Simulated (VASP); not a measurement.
# Be3Co (I4/mmm) in VASP: a series of runs

Runs on Be3Co. Level: LDA. Tasks: single point.

Everything below comes from runs of VASP 6.6.1. Logs are shortened: lines on timing, memory, paths and dates and some standing lists are left out, and cuts for length are marked.

## (1) The cell of the first run

Symmetry: I4/mmm, No. 139, tetragonal system. Conventional cell: a = 3.092 Å, b = 3.092 Å, c = 6.988 Å, α = 90.00°, β = 90.00°, γ = 90.00°. Within 2.9 Å of Be (site symmetry -4m2) lie 8 Be at 2.19 to 2.33 Å and 4 Co at 2.33 Å. Be (site symmetry 4/mmm) has 4 Co at 2.19 Å and 8 Be at 2.33 Å within 2.9 Å. Co (site symmetry 4/mmm) has 12 Be at 2.19 to 2.33 Å within 2.9 Å.

## (2) Single point, LDA, collinear spin, ferromagnetic start

Input file INCAR:

```
SYSTEM = Be3Co
PREC     = Accurate       ! precision mode
ENCUT    = 520            ! plane-wave cutoff, eV
EDIFF    = 1E-6           ! SCF threshold, eV
ISMEAR   = 1              ! smearing method
SIGMA    = 0.15           ! smearing width, eV
LREAL    = .FALSE.        ! projectors in reciprocal space
LASPH    = .TRUE.         ! aspherical terms in the spheres
NELM     = 150            ! most SCF steps
ALGO     = Normal         ! electronic algorithm
ISIF     = 2              ! what is computed and relaxed
LWAVE    = .FALSE.        ! write WAVECAR
LCHARG   = .FALSE.        ! write CHGCAR
ISPIN    = 2              ! spin polarisation
MAGMOM   = 0.22 0.22 0.17 1.95 ! initial moments
LORBIT   = 11             ! projections on sites
NUPDOWN  = 3.0            ! fixed moment
LMAXMIX  = 4              ! l up to which the mixer works
NBANDS   = 20             ! bands
```

Input file KPOINTS:

```
Automatic mesh
0
G
  10 10 10
  0 0 0
```

Input file POSCAR:

```
Be3Co
1.0
   -1.5462136300      1.5462136300      3.4937730100
    1.5462136300     -1.5462136300      3.4937730100
    1.5462136300      1.5462136300     -3.4937730100
Be Co
3 1
Direct
    0.7499999993      0.2499999993      0.5000000000
    0.2499999993      0.7499999993      0.5000000000
    0.5000000000      0.5000000000      0.0000000000
    0.0000000000      0.0000000000      0.0000000000
```

Potentials or basis: VASP PAW LDA potentials, release 64 (Be, Co).

Launch:

```console
$ cat potpaw_LDA.64/Be/POTCAR potpaw_LDA.64/Co/POTCAR > POTCAR
$ mpirun -np 1 vasp_std > vasp.out
```

OUTCAR:

```text
SYSTEM = Be3Co
   PREC = Accurate
   ENCUT = 520
   EDIFF = 1E-6
   ISMEAR = 1
   LREAL = .FALSE.
   LASPH = .TRUE.
   NELM = 150
   ISIF = 2
   ISPIN = 2
   LORBIT = 11
   NUPDOWN = 3.0

 ion  position               nearest neighbor table
   1  0.750  0.250  0.500-   2 2.19   2 2.19   2 2.19   2 2.19   3 2.33   4 2.33   4 2.33   3 2.33
                             4 2.33   3 2.33   3 2.33   4 2.33
   2  0.250  0.750  0.500-   1 2.19   1 2.19   1 2.19   1 2.19   4 2.33   4 2.33   3 2.33   3 2.33
                             4 2.33   3 2.33   4 2.33   3 2.33
   3  0.500  0.500  0.000-   4 2.19   4 2.19   4 2.19   4 2.19   2 2.33   1 2.33   2 2.33   1 2.33
                             2 2.33   1 2.33   1 2.33   2 2.33
   4  0.000  0.000  0.000-   3 2.19   3 2.19   3 2.19   3 2.19   2 2.33   2 2.33   1 2.33   1 2.33
                             2 2.33   1 2.33   2 2.33   1 2.33

  LATTYP: Found a body centered tetragonal cell.
 ALAT       =     3.0924272600
 C/A-ratio  =     2.2595668168

  Lattice vectors:

 A1 = (  -1.5462136300,   1.5462136300,   3.4937730100)
 A2 = (   1.5462136300,  -1.5462136300,   3.4937730100)
 A3 = (   1.5462136300,   1.5462136300,  -3.4937730100)

Analysis of symmetry for initial positions (statically):
=====================================================================
 Subroutine PRICEL returns:
 Original cell was already a primitive cell.

 Routine SETGRP: Setting up the symmetry group for a
 body centered tetragonal supercell.

 Subroutine GETGRP returns: Found 16 space group operations
 (whereof 16 operations were pure point group operations)
 out of a pool of 16 trial point group operations.

The static configuration has the point symmetry D_4h.

Analysis of symmetry for dynamics (positions and initial velocities):
=====================================================================
 Subroutine PRICEL returns:
 Original cell was already a primitive cell.

 Routine SETGRP: Setting up the symmetry group for a
 body centered tetragonal supercell.

 Subroutine GETGRP returns: Found 16 space group operations
 (whereof 16 operations were pure point group operations)
 out of a pool of 16 trial point group operations.

The dynamic configuration has the point symmetry D_4h.

Analysis of structural, dynamic, and magnetic symmetry:
=====================================================================
 Subroutine PRICEL returns:
 Original cell was already a primitive cell.

 Routine SETGRP: Setting up the symmetry group for a
 body centered tetragonal supercell.

 Subroutine GETGRP returns: Found 16 space group operations
 (whereof 16 operations were pure point group operations)
 out of a pool of 16 trial point group operations.

The overall configuration has the point symmetry D_4h.

 Subroutine INISYM returns: Found 16 space group operations
 (whereof 16 operations are pure point group operations),
 and found     1 'primitive' translations

----------------------------------------------------------------------------------------

                                     Primitive cell

  volume of cell :      33.4113

  direct lattice vectors                    reciprocal lattice vectors
    -1.546213630  1.546213630  3.493773010     0.000000000  0.323370581  0.143111759
     1.546213630 -1.546213630  3.493773010     0.323370581  0.000000000  0.143111759
     1.546213630  1.546213630 -3.493773010     0.323370581  0.323370581  0.000000000

  length of vectors
     4.121650522  4.121650522  4.121650522     0.353623399  0.353623399  0.457315061

  position of ions in fractional coordinates (direct lattice)
     0.749999999  0.249999999  0.500000000
     0.249999999  0.749999999  0.500000000
     0.500000000  0.500000000  0.000000000
     0.000000000  0.000000000  0.000000000

  ion indices of the primitive-cell ions
   primitive index   ion index
                 1           1
                 2           2
                 3           3
                 4           4

----------------------------------------------------------------------------------------

 KPOINTS: Automatic mesh

Automatic generation of k-mesh.
 Grid dimensions read from file:
 generate k-points for:   10   10   10

 Generating k-lattice:
[... 20 lines left out ...]
  0.100000  0.000000  0.000000      8.000000
  0.200000  0.000000  0.000000      8.000000
  0.300000  0.000000 -0.000000      8.000000
  0.400000  0.000000 -0.000000      8.000000
  0.500000  0.000000 -0.000000      4.000000
[... 16 lines left out ...]
  0.300000  0.300000 -0.000000      8.000000
  0.400000  0.300000 -0.000000     16.000000
 [... further k-points ...]
   k-points           NKPTS =    102   k-points in BZ     NKDIM =    102   number of bands    NBANDS=     20
   number of dos      NEDOS =    301   number of ions     NIONS =      4
   total plane-waves  NPLWV =  32768
   dimension x,y,z NGX =    32 NGY =   32 NGZ =   32
   dimension x,y,z NGXF=    64 NGYF=   64 NGZF=   64
   ions per type =               3   1
   NGX,Y,Z   is equivalent  to a cutoff of  12.91, 12.91, 12.91 a.u.
   NGXF,Y,Z  is equivalent  to a cutoff of  25.81, 25.81, 25.81 a.u.
 SYSTEM =  Be3Co
   PREC   = accura    normal or accurate (medium, high low for compatibility)
   ISTART =      0    job   : 0-new  1-cont  2-samecut
   ICHARG =      2    charge: 1-file 2-atom 10-const
   ISPIN  =      2    spin polarized calculation?
   LNONCOLLINEAR =      F non collinear calculations
   LSORBIT =      F    spin-orbit coupling
   LASPH  =      T    aspherical Exc in radial PAW
   ENCUT  =  520.0 eV  38.22 Ry    6.18 a.u.   7.66  7.66  7.66*2*pi/ulx,y,z
   NELM   =    150;   NELMIN=  2; NELMDL= -5     # of ELM steps
   EDIFF  = 0.1E-05   stopping-criterion for ELM
   LREAL  =      F    real-space projection
   EDIFFG = 0.1E-04   stopping-criterion for IOM
   NSW    =      0    number of steps for IOM
   IBRION =     -1    ionic relax: 0-MD 1-quasi-New 2-CG
   NFREE  =      0    steps in history (QN), initial steepest desc. (CG)
   ISIF   =      2    stress and relaxation
   ISYM   =      2    0-nonsym 1-usesym 2-fastsym
   POTIM  = 0.5000    time-step for ionic-motion
   TEBEG  =    0.0;   TEEND  =   0.0 temperature during run
   PSTRESS=    0.0 pullay stress
   NELECT =      15.0000    total number of electrons
   NUPDOWN=       3.0000    fix difference up-down
   EMIN   =  10.00;   EMAX   =-10.00  energy-range for DOS
   EFERMI =   0.00;   METHOD = LEGACY
   ISMEAR =     1;   SIGMA  =   0.15  broadening in eV -4-tet -1-fermi 0-gaus
   EFERMI_NEDOS =   21; number of points for ismear=-14 and -15
   IALGO  =     38    algorithm
   IMIX   =      4    mixing-type and parameters
     AMIX     =   0.40;   BMIX     =  1.00
     AMIX_MAG =   1.60;   BMIX_MAG =  1.00
  volume/ion in A,a.u.               =       8.35        56.37
  Fermi-wavevector in a.u.,A,eV,Ry     =   1.253547  2.368861 21.379931  1.571381
  Thomas-Fermi vector in A             =   2.387395
   LORBIT       =     11    0 simple, 1 ext, 2 COOP (PROOUT), +10 PAW based schemes
   GGA     = CA    functional components
   LHFCALC =     F    Hartree Fock is set to
   AEXX    =    0.0000 exact exchange contribution
   IVDW    =     0    specifies the selected vdW correction
   LEPSILON=     F    determine dielectric tensor
   LRPA    =     F    only Hartree local field effects (RPA)
 spin polarized calculation
 Methfessel and Paxton  Order N= 1 SIGMA  =   0.15
  energy-cutoff  :      520.00
  volume of cell :       33.41
 maximum number of plane-waves:       917
   NGX = 15   NGY = 15   NGZ = 15

 number of electron      15.0000000 magnetization       3.0000106

 Free energy of the ion-electron system (eV)
  ---------------------------------------------------
  ext. energy  EPLUGINS =         0.00000000
  ---------------------------------------------------
  free energy    TOTEN  =       -19.46791330 eV

  energy without entropy =      -19.46881770  energy(sigma->0) =      -19.46821477

 E-fermi :   6.3668     XC(G=0): -11.7193

 val. band max:       10.4581031148   @ k =  -0.4000   0.3000  -0.0000
 cond. band min:       6.3720299099   @ k =  -0.2000   0.3000   0.2000
 fundamental gap:     -4.0860732049
 Fermi energy:        10.5138071539

 spin component 1

 k-point     1 :       0.0000    0.0000    0.0000
  band No.  band energies     occupation
      1      -2.8568      1.00000
      2       3.4692      1.00000
      3       3.8971      1.00000
      4       4.2949      1.00000
      5       4.2949      1.00000
      6       5.0691      1.00000
[... 517 lines left out ...]
     18      24.3659      0.00000
     19      25.0186      0.00000

 [... further k-points ...]

 spin component 2

 k-point     1 :       0.0000    0.0000    0.0000
  band No.  band energies     occupation
      1      -2.2045      1.00000
      2       5.0570      1.00000
      3       5.2471      1.00000
      4       5.6967      1.00000
      5       5.6967      1.00000
      6       5.8374      1.00000
[... 517 lines left out ...]
     18      25.0531      0.00000
     19      25.6991      0.00000

 [... further k-points ...]

 [bands above 19 left out]

------------------------ aborting loop because EDIFF is reached ----------------------------------------

  FORCE on cell =-STRESS in cart. coord.  units (eV):
  Direction    XX          YY          ZZ          XY          YZ          ZX
  --------------------------------------------------------------------------------------
  -------------------------------------------------------------------------------------
  Total        2.2406984      2.2406984     -1.8852631      0.0000000      0.0000000      0.0000000
  in kB      107.4484895    107.4484895    -90.4042568      0.0000000      0.0000000      0.0000000
  external PRESSURE =      41.4975740 kB  Pullay stress =       0.0000000 kB

 VOLUME and BASIS-vectors are now :
 -----------------------------------------------------------------------------
  energy-cutoff  :      520.00
  volume of cell :       33.41
      direct lattice vectors                 reciprocal lattice vectors
    -1.546213630  1.546213630  3.493773010     0.000000000  0.323370581  0.143111759
     1.546213630 -1.546213630  3.493773010     0.323370581  0.000000000  0.143111759
     1.546213630  1.546213630 -3.493773010     0.323370581  0.323370581  0.000000000

 POSITION                                       TOTAL-FORCE (eV/Angst)
 -----------------------------------------------------------------------------------
      0.00000      1.54621      1.74689        -0.000000     -0.000000     -0.000000
      1.54621      0.00000      1.74689         0.000000      0.000000     -0.000000
      0.00000      0.00000      3.49377        -0.000000     -0.000000     -0.000000
      0.00000      0.00000      0.00000         0.000000      0.000000      0.000000
 -----------------------------------------------------------------------------------
    total drift:                               -0.000000      0.000000     -0.000001

  FREE ENERGIE OF THE ION-ELECTRON SYSTEM (eV)
  ---------------------------------------------------
  free  energy   TOTEN  =       -19.4679132992 eV

  energy  without entropy=      -19.4688177014  energy(sigma->0) =      -19.46821477

 total charge

# of ion       s       p       d       tot
------------------------------------------
    1        0.419   0.743   0.000   1.162
    2        0.419   0.743   0.000   1.162
    3        0.430   0.783   0.000   1.213
    4        0.500   0.645   7.318   8.463
--------------------------------------------------
tot          1.769   2.914   7.318  12.001

 magnetization (x)

# of ion       s       p       d       tot
------------------------------------------
    1        0.016   0.209   0.000   0.225
    2        0.016   0.209   0.000   0.225
    3        0.016   0.148   0.000   0.165
    4        0.033   0.191   1.697   1.922
--------------------------------------------------
tot          0.081   0.758   1.697   2.536
```

It took 3 min on 1 thread of AMD EPYC 7R13 (Zen 3), shared host; peak memory 0.21 GiB.

Results:

```
Free energy                                           : -19.4679 eV
Pressure                                              : 4.1 GPa
Net moment                                            : 3.00 μB per cell
Site moments                                          : Be +0.23, +0.17; Co +1.92 μB
Valence electrons inside the program's atomic spheres : Be 1.16, 1.21; Co 8.46
```

Stress tensor (GPa, compression positive):
```
10.74  0.00  0.00
 0.00 10.74  0.00
 0.00  0.00 -9.04
```

Caveat: the total moment is fixed, so each spin has its own Fermi level.

## (3) Single point, LDA, collinear spin, zero start

Input file INCAR:

```
SYSTEM = Be3Co
  ALGO = Normal
  EDIFF = 1E-6
  ENCUT = 520
  GGA = CA
  ISIF = 2
  ISMEAR = 1
  ISPIN = 2
  LASPH = .True.
  LCHARG = .False.
  LMAXMIX = 4
  LORBIT = 11
  LREAL = .False.
  LWAVE = .False.
  MAGMOM = 0 0 0 0
  NBANDS = 20
  NELM = 150
  NUPDOWN = 0.0
  PREC = Accurate
  SIGMA = 0.15
```

Input file KPOINTS:

```
k-points
0
Gamma
  10 10 10
  0 0 0
```

POSCAR is that of step 2.

Potentials or basis: VASP PAW LDA potentials, release 64 (Be, Co).

Launch:

```console
$ cat potpaw_LDA.64/Be/POTCAR potpaw_LDA.64/Co/POTCAR > POTCAR
$ mpirun -np 1 vasp_std > vasp.out
```

Wall time 4.8 min (1 thread of AMD EPYC 7R43 (Zen 3), shared host); peak memory 0.2 GiB.

It converged, with:

```yaml
Free_energy: -21.8330 eV
Pressure: -9.7 GPa
Net_moment: 0.00 μB per cell
Valence_electrons_inside_the_program's_atomic_spheres: Be 1.15; Co 8.57
```

Stress tensor (GPa, compression positive):
```
 -9.49   0.00   0.00
  0.00  -9.49   0.00
  0.00   0.00 -10.23
```

Caveat: the total moment is fixed, so each spin has its own Fermi level.

## (4) Single point, LDA, collinear spin

Input file INCAR:

```
SYSTEM = Be3Co
PREC = Accurate ; ENCUT = 520
EDIFF = 1E-7 ; ISMEAR = 1
SIGMA = 0.15 ; LREAL = .FALSE.
LASPH = .TRUE. ; NELM = 150
ALGO = Normal ; ISIF = 2
LWAVE = .FALSE. ; LCHARG = .FALSE.
ISPIN = 2 ; MAGMOM = 0 0 0.01 0.51
LORBIT = 11 ; NUPDOWN = 0.5
LMAXMIX = 4 ; NBANDS = 20
```

Input file KPOINTS:

```
regular mesh
0
G
  10 10 10
  0 0 0
```

POSCAR is that of step 3.

Launch:

```console
$ cat potpaw_LDA.64/Be/POTCAR potpaw_LDA.64/Co/POTCAR > POTCAR
$ mpirun -np 1 vasp_std > vasp.out
```

Wall time 5.2 min (1 thread of AMD EPYC 7R43 (Zen 3), shared host); peak memory 0.21 GiB.

Results (log left out):

- Free energy: -21.7989 eV
- Pressure: -9.3 GPa
- Net moment: 0.50 μB per cell
- Site moments: Be +0.00, +0.01; Co +0.47 μB
- Valence electrons inside the program's atomic spheres: Be 1.15; Co 8.57

Stress tensor (GPa, compression positive):
```
-9.22  0.00  0.00
 0.00 -9.22  0.00
 0.00  0.00 -9.50
```

Caveat: the total moment is fixed, so each spin has its own Fermi level.

## (5) Single point, LDA, collinear spin, ferromagnetic start

Input file INCAR:

```
SYSTEM = Be3Co
  PREC = Accurate
  ENCUT = 520
  EDIFF = 1E-7
  ISMEAR = 1
  SIGMA = 0.15
  LREAL = .FALSE.
  LASPH = .TRUE.
  NELM = 150
  ALGO = Normal
  ISIF = 2
  LWAVE = .FALSE.
  LCHARG = .TRUE.
  ISPIN = 2
  MAGMOM = 0.01 0.01 0.02 0.97
  LORBIT = 11
  NUPDOWN = 1.0
  LMAXMIX = 4
  GGA = CA
  LELF = .TRUE.
  LVHAR = .TRUE.
  NBANDS = 20
```

KPOINTS is that of step 4.

POSCAR is that of step 4.

Launch:

```console
$ cat potpaw_LDA.64/Be/POTCAR potpaw_LDA.64/Co/POTCAR > POTCAR
$ mpirun -np 1 vasp_std > vasp.out
```

It took 4.6 min on 1 thread of AMD EPYC 7R43 (Zen 3), shared host; peak memory 0.22 GiB.

It converged, with:

```yaml
Free_energy: -21.6862 eV
Pressure: -8.0 GPa
Net_moment: 1.00 μB per cell
Site_moments: Be +0.01, +0.03; Co +0.90 μB
Valence_electrons_inside_the_program's_atomic_spheres: Be 1.15, 1.16; Co 8.54
```

Stress tensor (GPa, compression positive):
```
-8.02  0.00  0.00
 0.00 -8.02  0.00
 0.00  0.00 -8.11
```

Caveat: the total moment is fixed, so each spin has its own Fermi level.

## (6) Overview

```csv
spin,fixed moment (μB),pressure (GPa),moment (μB)
"collinear, ferromagnetic start",3.0,4.1,3.00
"collinear, zero start",0.0,-9.7,0.00
collinear,0.5,-9.3,0.50
"collinear, ferromagnetic start",1.0,-8.0,1.00
```

Alike in all rows: task single point; level LDA; potentials or basis VASP PAW LDA potentials, release 64 (Be, Co); cell as given; k mesh 10 × 10 × 10; cutoff (eV) 520; smearing methfessel-paxton 0.15 eV.

Caveats: the total moment is fixed, so each spin has its own Fermi level.

Total energies depend on the potentials used, so only differences within one code and one set of settings carry meaning.
